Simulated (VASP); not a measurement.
Here is a VASP 6.6.1 calculation.

The input POSCAR:

```
BeZnSe2
1.0
    3.8131242818      0.0000000000      0.0000000000
    0.0000000000      3.8131242818      0.0000000000
    0.0000000000      0.0000000000      5.5906138422
Be Se Zn
1 2 1
Direct
    0.0000000000      0.0000000000      0.0000000000
    0.0000000000      0.5000000000      0.2254708593
    0.5000000000      0.0000000000      0.7745291407
    0.5000000000      0.5000000000      0.5000000000
```

The input INCAR.step1:

```
SYSTEM = BeZnSe2
  ALGO = Normal
  EDIFF = 1E-5
  ENCUT = 520
  GGA = PE
  ISIF = 2
  ISMEAR = 0
  LASPH = .True.
  LCHARG = .False.
  LREAL = .False.
  LWAVE = .True.
  NBANDS = 21
  NELM = 100
  PREC = Accurate
  SIGMA = 0.01
```

The input INCAR.step2:

```
SYSTEM = BeZnSe2
  ALGO = Normal
  EDIFF = 1E-6
  ENCUT = 520
  GGA = PE
  HFSCREEN = 0.2079
  ISIF = 2
  ISMEAR = 0
  ISTART = 1
  LASPH = .True.
  LCHARG = .False.
  LHFCALC = .True.
  LREAL = .False.
  LWAVE = .False.
  NBANDS = 21
  NELM = 100
  PREC = Accurate
  PRECFOCK = Normal
  SIGMA = 0.01
```

The input KPOINTS:

```
k-points
0
Gamma
  4 4 4
  0 0 0
```

Potentials or basis: VASP PAW PBE potentials, release 64 (Be, Se, Zn).

The run is started by

```sh
$ cat potpaw_PBE.64/Be/POTCAR potpaw_PBE.64/Se/POTCAR potpaw_PBE.64/Zn/POTCAR > POTCAR
$ cp INCAR.step1 INCAR
$ mpirun -np 1 vasp_std > vasp.out
$ cp INCAR.step2 INCAR
$ mpirun -np 1 vasp_std > vasp.out
```

Estimate the largest force.

0.183 eV/Å.

Predict the band gap on the k mesh.

3.35 eV.

Predict the pressure.

-1.1 GPa.

Stress tensor (GPa, compression positive):
```
-0.61  0.00  0.00
 0.00 -0.61  0.00
 0.00  0.00 -2.17
```

Caveat: the cell differs from its parent crystal (uniaxial z strain +2.3%); the PAW data sets were made with another functional, which shifts forces and pressure a little. A k mesh can miss the band edges.
